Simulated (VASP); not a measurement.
Set up this calculation in VASP 6.6.1, as the native input.

* Task: single point
* Functional: PBE
* Potentials or basis: VASP PAW PBE potentials, release 64 (Te, Sb, In_d)
* Cutoff: 520 eV
* k mesh: 7 × 7 × 3
* Occupations: fermi-dirac, width 0.05 eV
* Spin: no spin polarisation
* Dipole correction: no
* Further INCAR settings: ALGO = Normal; EDIFF = 1e-07; NBANDS = 37

The structure of In3SbTe2 lies in POSCAR:

```
In3SbTe2
1.0
    4.4280963236      0.0000000000      0.0000000000
   -2.2140481618      3.8348439066      0.0000000000
    0.0000000000      0.0000000000     10.7564470000
Te Sb In
2 1 3
Direct
    0.6666666667      0.3333333333      0.3283140000
    0.3333333333      0.6666666667      0.6716860000
    0.0000000000      0.0000000000      0.0000000000
    0.6666666667      0.3333333333      0.8430740000
    0.3333333333      0.6666666667      0.1569260000
    0.0000000000      0.0000000000      0.5000000000
```

These files were run (other wordings do the same):

INCAR

```
SYSTEM = In3SbTe2
ALGO = Normal
EDIFF = 1E-7
ENCUT = 520
GGA = PE
ISIF = 2
ISMEAR = -1
LASPH = .True.
LCHARG = .True.
LELF = .True.
LREAL = .False.
LVHAR = .True.
LWAVE = .False.
NBANDS = 37
NELM = 100
PREC = Accurate
SIGMA = 0.05
```

KPOINTS

```
k-points
0
Gamma
  7 7 3
  0 0 0
```

Potentials or basis: VASP PAW PBE potentials, release 64 (Te, Sb, In_d).

Launch:

```console
$ cat potpaw_PBE.64/Te/POTCAR potpaw_PBE.64/Sb/POTCAR potpaw_PBE.64/In_d/POTCAR > POTCAR
$ mpirun -np 1 vasp_std > vasp.out
```

Results of the run:

```
Pressure               : -0.3 GPa
Largest force          : 0.144 eV/Å
Band gap on the k mesh : zero (band 28 reaches 6.80 eV, above the bottom of band 29 at 5.66 eV)
```

Caveat: spin-orbit coupling is left out, which moves the levels of the heavy elements.

Run time: 78 s on 1 thread of Intel(R) Xeon(R) 6975P-C (Granite Rapids) (shared host), peak memory 0.39 GiB.
